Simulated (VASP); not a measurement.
Here is a VASP 6.6.1 calculation.

File INCAR:

```
SYSTEM = P2Rh2W
PREC = Accurate
ENCUT = 620
EDIFF = 1E-6
ISMEAR = 0
SIGMA = 0.0137
LREAL = .FALSE.
LASPH = .TRUE.
NELM = 200
ALGO = Normal
ISIF = 2
LWAVE = .FALSE.
LCHARG = .FALSE.
LMAXMIX = 4
LDAU = .TRUE.
LDAUTYPE = 1
LDAUL = -1 2 -1
LDAUU = 0 3.86 0
LDAUJ = 0 0.7 0
LDAUPRINT = 1
GGA = RP
NBANDS = 37
GGA_COMPAT = .FALSE.
```

File KPOINTS:

```
Automatic mesh
0
G
  5 5 5
  0 0 0
```

POSCAR

```
P2Rh2W
1.0
    0.0000000000      3.5915870000      0.0000000000
    3.5915870000      0.0000000000      0.0000000000
    1.7957930000      1.7957930000     -6.0041640000
W Rh P
1 2 2
Direct
    0.0000000000      0.0000000000      0.0000000000
    0.7500000000      0.2500000000      0.5000000000
    0.2500000000      0.7500000000      0.5000000000
    0.3600000000      0.3600000000      0.2800000000
    0.6400000000      0.6400000000      0.7200000000
```

Potentials or basis: VASP PAW PBE potentials, release 64 (W_sv, Rh_sv_GW, P).

Launch:

```sh
$ cat potpaw_PBE.64/W_sv/POTCAR potpaw_PBE.64/Rh_sv_GW/POTCAR potpaw_PBE.64/P/POTCAR > POTCAR
$ mpirun -np 1 vasp_std > vasp.out
```

Q: Predict the largest force.

A: 4.933 eV/Å.

Q: Estimate the pressure.

A: 12.9 GPa.

Q: Estimate the band gap on the k mesh.

A: Zero (bands 29 and 30 overlap by 0.72 eV).

Stress tensor (GPa, compression positive):
```
20.59  0.00  0.00
 0.00 20.59  0.00
 0.00  0.00 -2.36
```

Caveat: the k points lie up to 0.37 Å⁻¹ apart, too coarse for converged energies and pressures of a metal; the PAW data sets were made with another functional, which shifts forces and pressure a little; spin-orbit coupling is left out, which moves the levels of the heavy elements; U without spin polarisation on a metal has little footing; the U is typed as a test and isn't derived for this compound.
